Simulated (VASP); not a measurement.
# MgSi16 (a cell with a defect) in VASP: a series of runs

Runs on MgSi16 (a cell with a defect). Level: PBE. Tasks: single point.

Everything below comes from runs of VASP 6.6.1. Logs are shortened: lines on timing, memory, paths and dates and some standing lists are left out, and cuts for length are marked.

## (1) The cell of the first run

The cell holds a defect, 17 atoms: a = 7.736 Å, b = 7.736 Å, c = 7.736 Å, α = 60.00°, β = 60.00°, γ = 60.00°.

## (2) Single point, PBE

Input file INCAR:

```
PREC = Accurate ; ENCUT = 520
EDIFF = 1E-6 ; ISMEAR = 0
SIGMA = 0.01 ; LREAL = Auto
LASPH = True ; NELM = 100
ALGO = Normal ; ISIF = 2
LWAVE = False ; LCHARG = False
GGA = PE ; NBANDS = 47
```

Input file KPOINTS:

```
Automatic mesh
0
Gamma
  2 2 2
```

Input file POSCAR:

```
MgSi16
1.0
    0.0000000000      5.4700937624     -5.4700937624
    5.4700937624      5.4700937624      0.0000000000
    5.4700937624      0.0000000000     -5.4700937624
Si Mg
16 1
Direct
    0.1304004549      0.1277948228      0.1315091680
    0.1304479226      0.6069006631      0.1314635497
    0.6095119369      0.1278320273      0.1314895741
    0.6266857739      0.6240745808      0.1217995189
    0.1303878906      0.1277750131      0.6107459026
    0.1207389571      0.6240817705      0.6277630839
    0.6266419308      0.1182330308      0.6277638269
    0.6266462140      0.6240216347      0.6277274402
    0.2537101384      0.7440644517      0.2547732458
    0.2501439494      0.2475220143      0.2514164284
    0.7466815682      0.7440681885      0.2547590438
    0.7466683019      0.2511145204      0.2547819451
    0.2536742486      0.7441199808      0.7477637351
    0.2536658837      0.2511080714      0.7478073070
    0.7501568832      0.7476345338      0.7512089293
    0.7467387443      0.2510468615      0.7478312499
    0.0001285393     -0.0024776005      0.0014119060
```

Potentials or basis: VASP PAW PBE potentials, release 64 (Si, Mg).

Run with:

```bash
$ cat potpaw_PBE.64/Si/POTCAR potpaw_PBE.64/Mg/POTCAR > POTCAR
$ mpirun -np 1 vasp_std > vasp.out
```

OUTCAR:

```text
PREC = Accurate
   ENCUT = 520
   EDIFF = 1E-6
   ISMEAR = 0
   LREAL = Auto
   LASPH = True
   NELM = 100
   ISIF = 2
   GGA = PE

 ion  position               nearest neighbor table
   1  0.130  0.128  0.132-  10 2.27  14 2.42   9 2.42  12 2.42  17 2.47
   2  0.130  0.607  0.131-  10 2.27  13 2.42   9 2.42  11 2.42  17 2.47
   3  0.610  0.128  0.131-  10 2.27  16 2.42  12 2.42  11 2.42  17 2.47
   4  0.627  0.624  0.122-  15 2.34  11 2.36  12 2.36   9 2.36
   5  0.130  0.128  0.611-  10 2.27  16 2.42  13 2.42  14 2.42  17 2.47
   6  0.121  0.624  0.628-  15 2.34  14 2.36  13 2.36   9 2.36
   7  0.627  0.118  0.628-  15 2.34  14 2.36  16 2.36  12 2.36
   8  0.627  0.624  0.628-  15 2.34  11 2.36  13 2.36  16 2.36
   9  0.254  0.744  0.255-   4 2.36   6 2.36   1 2.42   2 2.42  17 2.77
  10  0.250  0.248  0.251-   5 2.27   3 2.27   1 2.27   2 2.27
  11  0.747  0.744  0.255-   4 2.36   8 2.36   3 2.42   2 2.42  17 2.77
  12  0.747  0.251  0.255-   4 2.36   7 2.36   3 2.42   1 2.42  17 2.77
  13  0.254  0.744  0.748-   8 2.36   6 2.36   5 2.42   2 2.42  17 2.77
  14  0.254  0.251  0.748-   6 2.36   7 2.36   5 2.42   1 2.42  17 2.77
  15  0.750  0.748  0.751-   6 2.34   4 2.34   7 2.34   8 2.34
  16  0.747  0.251  0.748-   8 2.36   7 2.36   5 2.42   3 2.42  17 2.77
  17  0.000  0.998  0.001-   3 2.47   2 2.47   1 2.47   5 2.47  11 2.77   9 2.77  12 2.77  16 2.77
                            13 2.77  14 2.77

  LATTYP: Found a face centered cubic cell.
 ALAT       =    10.9401875248

  Lattice vectors:

 A1 = (   0.0000000000,   5.4700937624,  -5.4700937624)
 A2 = (   5.4700937624,   5.4700937624,   0.0000000000)
 A3 = (   5.4700937624,   0.0000000000,  -5.4700937624)

Analysis of symmetry for initial positions (statically):
=====================================================================
 Subroutine PRICEL returns:
 Original cell was already a primitive cell.

 Routine SETGRP: Setting up the symmetry group for a
 face centered cubic supercell.

 Subroutine GETGRP returns: Found  1 space group operations
 (whereof  1 operations were pure point group operations)
 out of a pool of 48 trial point group operations.

The static configuration has the point symmetry C_1 .

Analysis of symmetry for dynamics (positions and initial velocities):
=====================================================================
 Subroutine PRICEL returns:
 Original cell was already a primitive cell.

 Routine SETGRP: Setting up the symmetry group for a
 face centered cubic supercell.

 Subroutine GETGRP returns: Found  1 space group operations
 (whereof  1 operations were pure point group operations)
 out of a pool of 48 trial point group operations.

The dynamic configuration has the point symmetry C_1 .

 Subroutine INISYM returns: Found  1 space group operations
 (whereof  1 operations are pure point group operations),
 and found     1 'primitive' translations

----------------------------------------------------------------------------------------

                                     Primitive cell

  volume of cell :     327.3515

  direct lattice vectors                    reciprocal lattice vectors
     0.000000000  5.470093762 -5.470093762    -0.091406111  0.091406111 -0.091406111
     5.470093762  5.470093762  0.000000000     0.091406111  0.091406111  0.091406111
     5.470093762  0.000000000 -5.470093762     0.091406111 -0.091406111 -0.091406111

  length of vectors
     7.735880786  7.735880786  7.735880786     0.158320029  0.158320029  0.158320029

  position of ions in fractional coordinates (direct lattice)
     0.130400455  0.127794823  0.131509168
     0.130447923  0.606900663  0.131463550
     0.609511937  0.127832027  0.131489574
     0.626685774  0.624074581  0.121799519
     0.130387891  0.127775013  0.610745903
     0.120738957  0.624081770  0.627763084
[... 9 lines left out ...]
     0.746738744  0.251046862  0.747831250
     0.000128539  0.997522399  0.001411906

  ion indices of the primitive-cell ions
   primitive index   ion index
                 1           1
[... 59 lines left out ...]
[... 37 lines left out ...]
     44       9.4148      0.00000
     45       9.6912      0.00000

 k-point     3 :       0.0000    0.5000    0.0000
  band No.  band energies     occupation
      1      -5.3899      2.00000
      2      -5.1575      2.00000
      3      -3.5982      2.00000
      4      -3.4149      2.00000
      5      -3.4142      2.00000
      6      -3.3016      2.00000
[... 37 lines left out ...]
     44       9.4147      0.00000
     45       9.6912      0.00000

 k-point     4 :       0.0000    0.0000    0.5000
  band No.  band energies     occupation
      1      -5.3893      2.00000
      2      -5.1582      2.00000
      3      -3.5988      2.00000
      4      -3.4144      2.00000
      5      -3.4140      2.00000
      6      -3.3018      2.00000
[... 37 lines left out ...]
     44       9.4145      0.00000
     45       9.6906      0.00000

 k-point     5 :       0.5000    0.5000    0.5000
  band No.  band energies     occupation
      1      -5.3899      2.00000
      2      -5.1575      2.00000
      3      -3.5983      2.00000
      4      -3.4148      2.00000
      5      -3.4142      2.00000
      6      -3.3016      2.00000
[... 37 lines left out ...]
     44       9.4147      0.00000
     45       9.6911      0.00000

 k-point     6 :       0.5000    0.5000    0.0000
  band No.  band energies     occupation
      1      -5.0288      2.00000
      2      -5.0216      2.00000
      3      -4.0634      2.00000
      4      -4.0172      2.00000
      5      -3.9709      2.00000
      6      -3.9706      2.00000
[... 37 lines left out ...]
     44      10.0969      0.00000
     45      10.2433      0.00000

 k-point     7 :       0.0000    0.5000    0.5000
  band No.  band energies     occupation
      1      -5.0289      2.00000
      2      -5.0215      2.00000
      3      -4.0634      2.00000
      4      -4.0173      2.00000
      5      -3.9709      2.00000
      6      -3.9706      2.00000
[... 37 lines left out ...]
     44      10.0967      0.00000
     45      10.2443      0.00000

 k-point     8 :       0.5000    0.0000    0.5000
  band No.  band energies     occupation
      1      -5.0289      2.00000
      2      -5.0215      2.00000
      3      -4.0634      2.00000
      4      -4.0173      2.00000
      5      -3.9709      2.00000
      6      -3.9705      2.00000
[... 37 lines left out ...]
     44      10.0968      0.00000
     45      10.2429      0.00000
 [bands above 45 left out]

------------------------ aborting loop because EDIFF is reached ----------------------------------------

  FORCE on cell =-STRESS in cart. coord.  units (eV):
  Direction    XX          YY          ZZ          XY          YZ          ZX
  --------------------------------------------------------------------------------------
  -------------------------------------------------------------------------------------
  Total        6.8363380      6.8434154      6.8302812     -0.0007285      0.0039956     -0.0001487
  in kB       33.4595272     33.4941667     33.4298834     -0.0035658      0.0195558     -0.0007279
  external PRESSURE =      33.4611924 kB  Pullay stress =       0.0000000 kB

 VOLUME and BASIS-vectors are now :
 -----------------------------------------------------------------------------
  energy-cutoff  :      520.00
  volume of cell :      327.35
      direct lattice vectors                 reciprocal lattice vectors
     0.000000000  5.470093762 -5.470093762    -0.091406111  0.091406111 -0.091406111
     5.470093762  5.470093762  0.000000000     0.091406111  0.091406111  0.091406111
     5.470093762  0.000000000 -5.470093762     0.091406111 -0.091406111 -0.091406111

 POSITION                                       TOTAL-FORCE (eV/Angst)
 -----------------------------------------------------------------------------------
      1.41842      1.41235     -1.43267        -0.000144     -0.000372      0.000334
      4.03892      4.03337     -1.43268         0.003669      0.001238      0.001900
      1.41851      4.03334     -4.05335        -0.001091     -0.000231     -0.002662
      4.08000      6.84178     -4.09428        -0.000075     -0.000414      0.001735
      4.03978      1.41218     -4.05407         0.000364      0.000390     -0.000570
      6.84771      4.07424     -4.09438        -0.000239      0.001935      0.000642
[... 9 lines left out ...]
      5.46396      5.45798     -8.17544         0.000288     -0.001576     -0.000152
      5.46426      5.45724     -0.00843        -0.000586      0.000304     -0.001493
 -----------------------------------------------------------------------------------
    total drift:                               -0.002592     -0.011906     -0.006558

  FREE ENERGIE OF THE ION-ELECTRON SYSTEM (eV)
  ---------------------------------------------------
  free  energy   TOTEN  =       -84.7733195699 eV

  energy  without entropy=      -84.7713913913  energy(sigma->0) =      -84.77235548
```

Run time: 8.1 min. Hardware: 1 thread of AMD EPYC 7R13, shared host; peak memory 0.46 GiB.

What came out:

- Free energy: -84.7733 eV
- Pressure: 3.3 GPa
- Largest force: 0.005 eV/Å
- Band gap on the k mesh: zero (band 33 reaches 6.79 eV, above the bottom of band 34 at 6.39 eV)

Forces in eV/Å, atoms in the order of the input:
```
Si   0.000  0.000  0.000
Si   0.004  0.001  0.002
Si  -0.001  0.000 -0.003
Si   0.000  0.000  0.002
Si   0.000  0.000 -0.001
Si   0.000  0.002  0.001
Si   0.000 -0.001  0.000
Si   0.001  0.002 -0.001
Si  -0.001 -0.001  0.002
Si  -0.002  0.003  0.003
Si   0.000  0.002  0.000
Si  -0.004 -0.001  0.000
Si   0.001 -0.003 -0.003
Si   0.002 -0.004 -0.001
Si   0.001  0.000  0.000
Si   0.000 -0.002  0.000
Mg  -0.001  0.000 -0.001
```

Levels at points of the mesh, in eV from the Fermi level:
```csv
k point,band 28,band 29,band 30,band 31,band 32,band 33,band 34,band 35,band 36,band 37
"(0.00, 0.00, 0.00)",-1.91,-1.91,-0.88,-0.88,-0.88,-0.76,-0.32,-0.32,-0.32,-0.19
"(0.50, 0.00, 0.00)",-2.89,-1.71,-1.70,-1.56,-1.56,0.07,0.41,0.41,0.41,0.72
"(0.00, 0.50, 0.00)",-2.89,-1.71,-1.71,-1.56,-1.56,0.07,0.41,0.41,0.41,0.72
"(0.00, 0.00, 0.50)",-2.89,-1.70,-1.70,-1.56,-1.56,0.07,0.41,0.41,0.41,0.72
"(0.50, 0.50, 0.50)",-2.89,-1.71,-1.71,-1.56,-1.56,0.07,0.41,0.41,0.41,0.72
"(0.50, 0.50, 0.00)",-2.72,-2.21,-2.21,-2.20,-2.06,0.00,0.13,1.19,1.44,1.44
"(0.00, 0.50, 0.50)",-2.72,-2.21,-2.21,-2.20,-2.06,0.00,0.13,1.19,1.44,1.44
"(0.50, 0.00, 0.50)",-2.72,-2.21,-2.21,-2.20,-2.06,0.00,0.13,1.19,1.44,1.44
```

Caveat: the k points lie up to 0.50 Å⁻¹ apart.

## (3) Single point, PBE

Input file INCAR:

```
PREC = Accurate ; ENCUT = 520
EDIFF = 1E-6 ; ISMEAR = 0
SIGMA = 0.01 ; LREAL = Auto
LASPH = T ; NELM = 100
ALGO = Normal ; ISIF = 2
LWAVE = F ; LCHARG = F
GGA = PE ; NELECT = 64.0
NBANDS = 47
```

Input file KPOINTS:

```
regular mesh
0
Gamma
  2 2 2
```

Input file POSCAR:

```
MgSi16
1.0
    0.0000000000      5.4700937624     -5.4700937624
    5.4700937624      5.4700937624      0.0000000000
    5.4700937624      0.0000000000     -5.4700937624
Si Mg
16 1
Direct
    0.1292882971      0.1254888359      0.1313199297
    0.1296463031      0.6078728032      0.1316454911
    0.6127986408      0.1253605985      0.1313278806
    0.6268518974      0.6229808765      0.1220884635
    0.1294865855      0.1256765100      0.6140380109
    0.1205981112      0.6228573584      0.6286183921
    0.6267203016      0.1164320459      0.6288095036
    0.6266472495      0.6228315487      0.6287209758
    0.2549350024      0.7413921339      0.2567500424
    0.2506632592      0.2456836155      0.2518831979
    0.7457694459      0.7411959252      0.2568513937
    0.7454385342      0.2510666498      0.2569384565
    0.2547241904      0.7416026884      0.7476612831
    0.2548030687      0.2509150671      0.7473577598
    0.7503359775      0.7461851981      0.7519162509
    0.7456667633      0.2509269489      0.7472770505
    0.0004733128     -0.0042054997      0.0020212857
```

Potentials or basis: VASP PAW PBE potentials, release 64 (Si, Mg).

Run with:

```bash
$ cat potpaw_PBE.64/Si/POTCAR potpaw_PBE.64/Mg/POTCAR > POTCAR
$ mpirun -np 1 vasp_std > vasp.out
```

Wall time 9.4 min (1 thread of AMD EPYC 7R13, shared host); peak memory 0.46 GiB.

The run converged. Its results:

| Property | Result |
| --- | --- |
| Free energy | -97.8002 eV |
| Largest force | 0.008 eV/Å |

Forces on the atoms (eV/Å):
```
Si   0.004  0.002 -0.005
Si  -0.001 -0.003 -0.003
Si   0.004 -0.004  0.002
Si   0.001 -0.001 -0.001
Si  -0.002  0.001  0.000
Si   0.004 -0.004  0.001
Si  -0.003 -0.005 -0.006
Si   0.004  0.001 -0.003
Si  -0.002  0.000  0.001
Si   0.000  0.002  0.000
Si   0.001  0.002  0.003
Si   0.001  0.000  0.003
Si  -0.006  0.002  0.001
Si  -0.002  0.004  0.001
Si  -0.001  0.003  0.001
Si  -0.001 -0.002  0.004
Mg  -0.001  0.003  0.000
```

Levels at points of the mesh, in eV from the Fermi level:
```
           k point  band 30  band 31  band 32  band 33  band 34  band 35
(0.00, 0.00, 0.00)    -0.04    -0.04    -0.04     0.04     0.56     0.57
(0.50, 0.00, 0.00)    -0.90    -0.70    -0.70     0.88     1.25     1.27
(0.00, 0.50, 0.00)    -0.90    -0.71    -0.70     0.88     1.26     1.27
(0.00, 0.00, 0.50)    -0.89    -0.70    -0.70     0.88     1.25     1.27
(0.50, 0.50, 0.50)    -0.89    -0.71    -0.70     0.88     1.25     1.27
(0.50, 0.50, 0.00)    -1.33    -1.33    -1.23     0.84     1.00     2.05
(0.00, 0.50, 0.50)    -1.33    -1.33    -1.23     0.84     1.00     2.05
(0.50, 0.00, 0.50)    -1.33    -1.33    -1.23     0.84     1.00     2.05
```

Caveat: the k points lie up to 0.50 Å⁻¹ apart; the cell carries a net charge on a neutralising background, which shifts energy and pressure; the cell is charged against a uniform background, so pressure and absolute levels hang on convention.

## (4) Single point, PBE, collinear spin

Input file INCAR:

```
SYSTEM = MgSi16
PREC = Accurate
ENCUT = 520
EDIFF = 1E-7
ISMEAR = 0
SIGMA = 0.01
LREAL = Auto
LASPH = .TRUE.
NELM = 150
ALGO = Normal
ISIF = 2
LWAVE = .FALSE.
LCHARG = .TRUE.
ISPIN = 2
MAGMOM = 0.091 0.091 0.091 0 0.091 0 0 0 0.091 0 0.091 0.091 0.091 0.091 0 0.091 0.091
LORBIT = 11
GGA = PE
LELF = .TRUE.
LVHAR = .TRUE.
NBANDS = 51
NELECT = 65.0
```

Input file KPOINTS:

```
regular mesh
0
G
  2 2 2
  0 0 0
```

Input file POSCAR:

```
MgSi16
1.0
    0.0000000000      5.4700937624     -5.4700937624
    5.4700937624      5.4700937624      0.0000000000
    5.4700937624      0.0000000000     -5.4700937624
Si Mg
16 1
Direct
    0.1293572938      0.1262289455      0.1313133789
    0.1295865384      0.6086172856      0.1309990572
    0.6121534332      0.1261966503      0.1309777150
    0.6262663129      0.6230239891      0.1234539005
    0.1297827250      0.1264282822      0.6133016231
    0.1218392908      0.6228507548      0.6278702600
    0.6264686655      0.1185279831      0.6278334606
    0.6263199550      0.6230916826      0.6278738378
    0.2542908240      0.7425636052      0.2558903574
    0.2503875824      0.2468462431      0.2514684484
    0.7460095222      0.7427184770      0.2559752012
    0.7458198725      0.2510548140      0.2558689593
    0.2543406831      0.7428000810      0.7473372011
    0.2544974125      0.2508922476      0.7477136242
    0.7501490009      0.7468785399      0.7518268263
    0.7462108037      0.2511076261      0.7474238984
    0.0004582237     -0.0032382723      0.0014928620
```

Run with:

```bash
$ cat potpaw_PBE.64/Si/POTCAR potpaw_PBE.64/Mg/POTCAR > POTCAR
$ mpirun -np 1 vasp_std > vasp.out
```

It took 22 min on 1 thread of AMD EPYC 7R13, shared host; peak memory 0.68 GiB.

The run converged. Its results:

```yaml
Free_energy: -91.4263 eV
Largest_force: 0.008 eV/Å
Net_moment: 0.00 μB per cell
Valence_electrons_inside_the_program's_atomic_spheres: Si 1.69, 1.67, 1.66, 1.71, 1.68; Mg 0.45
```

Forces in eV/Å, atoms in the order of the input:
```
Si  -0.001  0.003 -0.004
Si  -0.002  0.000  0.000
Si   0.002  0.000  0.004
Si  -0.004  0.000  0.005
Si  -0.003  0.000  0.002
Si   0.001 -0.001  0.005
Si  -0.002 -0.006  0.001
Si   0.001 -0.004 -0.001
Si   0.004  0.002 -0.002
Si   0.003 -0.005  0.000
Si  -0.006  0.002 -0.001
Si   0.001  0.004 -0.007
Si   0.001  0.001 -0.004
Si   0.000  0.000  0.002
Si   0.000  0.005 -0.004
Si   0.000  0.002  0.000
Mg   0.003 -0.003  0.002
```

Levels at points of the mesh, in eV from the Fermi level:
Spin up:
| k point | band 28 | band 29 | band 30 | band 31 | band 32 | band 33 | band 34 | band 35 | band 36 | band 37 |
| --- | --- | --- | --- | --- | --- | --- | --- | --- | --- | --- |
| (0.00, 0.00, 0.00) | -1.69 | -1.69 | -0.65 | -0.65 | -0.65 | -0.55 | -0.07 | -0.07 | -0.07 | 0.09 |
| (0.50, 0.00, 0.00) | -2.65 | -1.49 | -1.49 | -1.32 | -1.32 | 0.29 | 0.63 | 0.66 | 0.66 | 0.99 |
| (0.00, 0.50, 0.00) | -2.65 | -1.49 | -1.49 | -1.32 | -1.32 | 0.29 | 0.63 | 0.66 | 0.66 | 1.00 |
| (0.00, 0.00, 0.50) | -2.65 | -1.49 | -1.49 | -1.32 | -1.32 | 0.29 | 0.64 | 0.66 | 0.66 | 0.99 |
| (0.50, 0.50, 0.50) | -2.65 | -1.49 | -1.49 | -1.32 | -1.32 | 0.29 | 0.63 | 0.66 | 0.66 | 1.00 |
| (0.50, 0.50, 0.00) | -2.50 | -2.00 | -1.95 | -1.95 | -1.84 | 0.24 | 0.37 | 1.45 | 1.67 | 1.67 |
| (0.00, 0.50, 0.50) | -2.50 | -2.00 | -1.95 | -1.95 | -1.84 | 0.24 | 0.37 | 1.45 | 1.67 | 1.67 |
| (0.50, 0.00, 0.50) | -2.50 | -2.00 | -1.95 | -1.95 | -1.84 | 0.24 | 0.37 | 1.45 | 1.67 | 1.67 |
Spin down:
```csv
k point,band 29,band 30,band 31,band 32,band 33,band 34,band 35,band 36
"(0.00, 0.00, 0.00)",-1.69,-0.65,-0.65,-0.65,-0.55,-0.07,-0.07,-0.07
"(0.50, 0.00, 0.00)",-1.49,-1.49,-1.32,-1.32,0.29,0.63,0.66,0.66
"(0.00, 0.50, 0.00)",-1.49,-1.49,-1.32,-1.32,0.29,0.63,0.66,0.66
"(0.00, 0.00, 0.50)",-1.49,-1.49,-1.32,-1.32,0.29,0.64,0.66,0.66
"(0.50, 0.50, 0.50)",-1.49,-1.49,-1.32,-1.32,0.29,0.63,0.66,0.66
"(0.50, 0.50, 0.00)",-2.00,-1.95,-1.95,-1.84,0.24,0.37,1.45,1.67
"(0.00, 0.50, 0.50)",-2.00,-1.95,-1.95,-1.84,0.24,0.37,1.45,1.67
"(0.50, 0.00, 0.50)",-2.00,-1.95,-1.95,-1.84,0.24,0.37,1.45,1.67
```

Caveat: the k points lie up to 0.50 Å⁻¹ apart; the cell carries a net charge on a neutralising background, which shifts energy and pressure; the cell is charged against a uniform background, so pressure and absolute levels hang on convention.
